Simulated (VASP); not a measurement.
# Al (Fm-3m) in VASP: a series of runs

Al is run at these levels: PBEsol; tasks: single point, relaxation of cell and atoms.

All numbers are computed with VASP 6.6.1; they aren't measurements. Logs are shortened: lines on timing, memory, paths and dates and some standing lists are left out, and cuts for length are marked.

**1. The cell of the first run**

It takes space group Fm-3m (No. 225, cubic). The conventional cell has a = 4.012 Å, b = 4.012 Å, c = 4.012 Å, α = 90.00°, β = 90.00°, γ = 90.00°. Within 3.7 Å of Al (site symmetry m-3m) lie 12 Al at 2.84 Å.

**2. Single point, PBEsol**

Input file INCAR:

```
SYSTEM = Al
  PREC = Accurate
  ENCUT = 520
  EDIFF = 1E-6
  ISMEAR = -1
  SIGMA = 0.05
  LREAL = .FALSE.
  LASPH = .TRUE.
  NELM = 80
  ALGO = Normal
  ISIF = 2
  LWAVE = .FALSE.
  LCHARG = .TRUE.
  GGA = PS
  LELF = .TRUE.
  LVHAR = .TRUE.
  NBANDS = 8
```

Input file KPOINTS:

```
regular mesh
0
G
  10 10 10
  0 0 0
```

Input file POSCAR:

```
Al
1.0
    0.0000000000      2.0058638791      2.0058638791
    2.0058638791      0.0000000000      2.0058638791
    2.0058638791      2.0058638791      0.0000000000
Al
1
Direct
    0.0000000000      0.0000000000      0.0000000000
```

Potentials or basis: VASP PAW PBE potentials, release 64 (Al).

Started as:

```sh
cat potpaw_PBE.64/Al/POTCAR > POTCAR
mpirun -np 1 vasp_std > vasp.out
```

OUTCAR:

```text
SYSTEM = Al
   PREC = Accurate
   ENCUT = 520
   EDIFF = 1E-6
   ISMEAR = -1
   LREAL = .FALSE.
   LASPH = .TRUE.
   NELM = 80
   ISIF = 2
   GGA = PS

 ion  position               nearest neighbor table
   1  0.000  0.000  0.000-

  LATTYP: Found a face centered cubic cell.
 ALAT       =     4.0117277582

  Lattice vectors:

 A1 = (   0.0000000000,   2.0058638791,   2.0058638791)
 A2 = (   2.0058638791,   0.0000000000,   2.0058638791)
 A3 = (   2.0058638791,   2.0058638791,   0.0000000000)

Analysis of symmetry for initial positions (statically):
=====================================================================
 Subroutine PRICEL returns:
 Original cell was already a primitive cell.

 Routine SETGRP: Setting up the symmetry group for a
 face centered cubic supercell.

 Subroutine GETGRP returns: Found 48 space group operations
 (whereof 48 operations were pure point group operations)
 out of a pool of 48 trial point group operations.

The static configuration has the point symmetry O_h .

Analysis of symmetry for dynamics (positions and initial velocities):
=====================================================================
 Subroutine PRICEL returns:
 Original cell was already a primitive cell.

 Routine SETGRP: Setting up the symmetry group for a
 face centered cubic supercell.

 Subroutine GETGRP returns: Found 48 space group operations
 (whereof 48 operations were pure point group operations)
 out of a pool of 48 trial point group operations.

The dynamic configuration has the point symmetry O_h .

 Subroutine INISYM returns: Found 48 space group operations
 (whereof 48 operations are pure point group operations),
 and found     1 'primitive' translations

----------------------------------------------------------------------------------------

                                     Primitive cell

  volume of cell :      16.1411

  direct lattice vectors                    reciprocal lattice vectors
     0.000000000  2.005863879  2.005863879    -0.249269158  0.249269158  0.249269158
     2.005863879  0.000000000  2.005863879     0.249269158 -0.249269158  0.249269158
     2.005863879  2.005863879  0.000000000     0.249269158  0.249269158 -0.249269158

  length of vectors
     2.836719902  2.836719902  2.836719902     0.431746846  0.431746846  0.431746846

  position of ions in fractional coordinates (direct lattice)
     0.000000000  0.000000000  0.000000000

[... 75 lines left out ...]
   EDIFF  = 0.1E-05   stopping-criterion for ELM
   LREAL  =      F    real-space projection
   EDIFFG = 0.1E-04   stopping-criterion for IOM
   NSW    =      0    number of steps for IOM
   IBRION =     -1    ionic relax: 0-MD 1-quasi-New 2-CG
   NFREE  =      0    steps in history (QN), initial steepest desc. (CG)
   ISIF   =      2    stress and relaxation
   ISYM   =      2    0-nonsym 1-usesym 2-fastsym
   POTIM  = 0.5000    time-step for ionic-motion
   TEBEG  =    0.0;   TEEND  =   0.0 temperature during run
   PSTRESS=    0.0 pullay stress
   NELECT =       3.0000    total number of electrons
   NUPDOWN=      -1.0000    fix difference up-down
   EMIN   =  10.00;   EMAX   =-10.00  energy-range for DOS
   EFERMI =   0.00;   METHOD = LEGACY
   ISMEAR =    -1;   SIGMA  =   0.05  broadening in eV -4-tet -1-fermi 0-gaus
   EFERMI_NEDOS =   21; number of points for ismear=-14 and -15
   IALGO  =     38    algorithm
   IMIX   =      4    mixing-type and parameters
     AMIX     =   0.40;   BMIX     =  1.00
     AMIX_MAG =   1.60;   BMIX_MAG =  1.00
  volume/ion in A,a.u.               =      16.14       108.93
  Fermi-wavevector in a.u.,A,eV,Ry     =   0.934266  1.765506 11.875881  0.872853
  Thomas-Fermi vector in A             =   2.061053
   LORBIT       =      0    0 simple, 1 ext, 2 COOP (PROOUT), +10 PAW based schemes
   GGA     = PS    functional components
   LHFCALC =     F    Hartree Fock is set to
   AEXX    =    0.0000 exact exchange contribution
   IVDW    =     0    specifies the selected vdW correction
   LEPSILON=     F    determine dielectric tensor
   LRPA    =     F    only Hartree local field effects (RPA)
 non-spin polarized calculation
  energy-cutoff  :      520.00
  volume of cell :       16.14
 maximum number of plane-waves:       444
 NGX is ok and might be reduce to    24
   NGX = 11   NGY = 11   NGZ = 11

 number of electron       3.0000000 magnetization

 Free energy of the ion-electron system (eV)
  ---------------------------------------------------
  ext. energy  EPLUGINS =         0.00000000
  ---------------------------------------------------
  free energy    TOTEN  =        -4.07600889 eV

  energy without entropy =       -4.06936636  energy(sigma->0) =       -4.07268763

 E-fermi :   8.3013     XC(G=0): -10.3380

 val. band max:        8.2889530640   @ k =  -0.4000   0.4000   0.0000
 cond. band min:       8.3987107028   @ k =  -0.3000   0.2000   0.0000
 fundamental gap:      0.1097576388
 Fermi energy:         8.3013043119

 k-point     1 :       0.0000    0.0000    0.0000
  band No.  band energies     occupation
      1      -3.1027      2.00000
      2      20.8959      0.00000
      3      20.8959      0.00000
      4      20.8959      0.00000
      5      22.5547      0.00000
      6      22.5547      0.00000
      7      22.5547      0.00000
      8      24.8233      0.00000
[... 243 lines left out ...]
 k-point    24 :       0.4000    0.3000    0.0000
  band No.  band energies     occupation
      1       1.5048      2.00000
      2      11.6389      0.00000
      3      12.1249      0.00000
      4      14.7240      0.00000
      5      16.0145      0.00000
      6      19.7050      0.00000
      7      30.0361      0.00000
      8      32.3462      0.00000

 [... further k-points ...]

------------------------ aborting loop because EDIFF is reached ----------------------------------------

  FORCE on cell =-STRESS in cart. coord.  units (eV):
  Direction    XX          YY          ZZ          XY          YZ          ZX
  --------------------------------------------------------------------------------------
  -------------------------------------------------------------------------------------
  Total        0.0030195      0.0030195      0.0030195     -0.0000000      0.0000000      0.0000000
  in kB        0.2997180      0.2997180      0.2997180     -0.0000000      0.0000000      0.0000000
  external PRESSURE =       0.2997180 kB  Pullay stress =       0.0000000 kB

 VOLUME and BASIS-vectors are now :
 -----------------------------------------------------------------------------
  energy-cutoff  :      520.00
  volume of cell :       16.14
      direct lattice vectors                 reciprocal lattice vectors
     0.000000000  2.005863879  2.005863879    -0.249269158  0.249269158  0.249269158
     2.005863879  0.000000000  2.005863879     0.249269158 -0.249269158  0.249269158
     2.005863879  2.005863879  0.000000000     0.249269158  0.249269158 -0.249269158

 POSITION                                       TOTAL-FORCE (eV/Angst)
 -----------------------------------------------------------------------------------
      0.00000      0.00000      0.00000        -0.000000      0.000000      0.000000
 -----------------------------------------------------------------------------------
    total drift:                                0.000000     -0.000000     -0.000000

  FREE ENERGIE OF THE ION-ELECTRON SYSTEM (eV)
  ---------------------------------------------------
  free  energy   TOTEN  =        -4.0760088938 eV

  energy  without entropy=       -4.0693663601  energy(sigma->0) =       -4.07268763
```

OSZICAR:

```text
N       E                     dE             d eps       ncg     rms          rms(c)
DAV:   1    -0.243785335087E+01   -0.24379E+01   -0.89447E+02   752   0.207E+02
DAV:   2    -0.409829852901E+01   -0.16604E+01   -0.16483E+01  1040   0.198E+01
DAV:   3    -0.410553231077E+01   -0.72338E-02   -0.72313E-02   960   0.151E+00
DAV:   4    -0.410555209176E+01   -0.19781E-04   -0.19782E-04  1176   0.665E-02
DAV:   5    -0.410555211541E+01   -0.23653E-07   -0.24170E-07   968   0.167E-03    0.143E+00
DAV:   6    -0.408788217557E+01    0.17670E-01   -0.22385E-03   992   0.196E-01    0.814E-01
DAV:   7    -0.407602687526E+01    0.11855E-01   -0.60409E-03   952   0.313E-01    0.171E-01
DAV:   8    -0.407600965190E+01    0.17223E-04   -0.21135E-05  1112   0.315E-02    0.963E-03
DAV:   9    -0.407600889378E+01    0.75812E-06   -0.38430E-07  1024   0.284E-03
   1 F= -.40760089E+01 E0= -.40726876E+01  d E =-.664253E-02
```

stdout:

```text
POSCAR found type information on POSCAR Al
 POSCAR found :  1 types and       1 ions
 scaLAPACK will be used
 -----------------------------------------------------------------------------
|                                                                             |
|                                                                             |
|     You enforced a specific xc type in the INCAR file but a different       |
|     I HOPE YOU KNOW WHAT YOU ARE DOING!                                     |
|                                                                             |
 -----------------------------------------------------------------------------

 LDA part: xc-table for (Slater+PW92), standard interpolation
 POSCAR, INCAR and KPOINTS ok, starting setup
 FFT: planning ... GRIDC
 FFT: planning ... GRID_SOFT
 FFT: planning ... GRID
 WAVECAR not read
 entering main loop
```

Run time: 4 s. Hardware: 1 thread of Intel Xeon 6975P-C, shared host; peak memory 0.13 GiB.

Results:

- Free energy: -4.0760 eV
- Pressure: 0.0 GPa

Levels at points of the mesh, in eV from the Fermi level:
| k point | band 1 | band 2 | band 3 | band 4 | band 5 |
| --- | --- | --- | --- | --- | --- |
| (0.00, 0.00, 0.00) | -11.40 | 12.59 | 12.59 | 12.59 | 14.25 |
| (0.50, 0.00, 0.00) | -4.80 | -4.53 | 11.42 | 11.42 | 11.51 |
| (0.50, 0.50, 0.00) | -3.09 | -1.73 | 5.13 | 5.57 | 5.57 |

Caveat: the PAW data sets were made with another functional, which shifts forces and pressure a little.

**3. Relaxation of cell and atoms, PBEsol**

This run uses another cell than the first one, of 16.60 Å³/atom, 1.029 times its volume.

Input file INCAR:

```
PREC = Accurate
ENCUT = 600
EDIFF = 1E-7
ISMEAR = -1
SIGMA = 0.05
LREAL = False
LASPH = True
NELM = 100
ALGO = Normal
ISIF = 3
LWAVE = False
LCHARG = False
GGA = PS
IBRION = 2
NSW = 60
EDIFFG = -0.01
```

Input file KPOINTS:

```
Automatic mesh
0
Gamma
  10 10 10
```

Input file POSCAR:

```
Al
1.0
    0.0000000000      2.0248050000      2.0248050000
    2.0248050000      0.0000000000      2.0248050000
    2.0248050000      2.0248050000      0.0000000000
Al
1
Direct
    0.0000000000      0.0000000000      0.0000000000
```

Potentials or basis: VASP PAW PBE potentials, release 64 (Al).

Started as:

```sh
cat potpaw_PBE.64/Al/POTCAR > POTCAR
mpirun -np 1 vasp_std > vasp.out
```

Wall time 5.4 s (1 thread of Intel Xeon 6975P-C, shared host); peak memory 0.13 GiB.

Results (log left out):

| Property | Result |
| --- | --- |
| Free energy | -4.0761 eV |
| Relaxed volume | 16.15 Å³/atom |
| Relaxed cell | a = 2.837 Å, b = 2.837 Å, c = 2.837 Å, α = 60.00°, β = 60.00°, γ = 60.00° |
| Space group after relaxing (to 0.05 Å) | Fm-3m (No. 225) |
| Energy gained by relaxing | 2.9 meV/atom |
| Ionic steps | 3 |
| Pressure after relaxing | 0.0 GPa |

The path:
| step | energy change (eV) | largest force (eV/Å) | pressure (GPa) | volume (Å³) |
| --- | --- | --- | --- | --- |
| 1 | 0.0000 | 0.0000 | -1.98 | 16.60 |
| 2 | -0.0029 | 0.0000 | 0.16 | 16.11 |
| 3 | -0.0029 | 0.0000 | 0.00 | 16.15 |

Final structure:
```yaml
crystal:
  lattice:
    - [0.00000, 2.00613, 2.00613]
    - [2.00613, 0.00000, 2.00613]
    - [2.00613, 2.00613, 0.00000]
  atoms:
    - { symbol: Al, position: [0.00000, 0.00000, 0.00000] }
```

Levels at points of the mesh, in eV from the Fermi level:
```tsv
k point	band 1	band 2	band 3	band 4
(0.00, 0.00, 0.00)	-11.40	12.59	12.59	12.59
(0.50, 0.00, 0.00)	-4.80	-4.53	11.41	11.48
(0.50, 0.50, 0.00)	-3.09	-1.73	5.13	5.57
```

Caveat: the PAW data sets were made with another functional, which shifts forces and pressure a little.
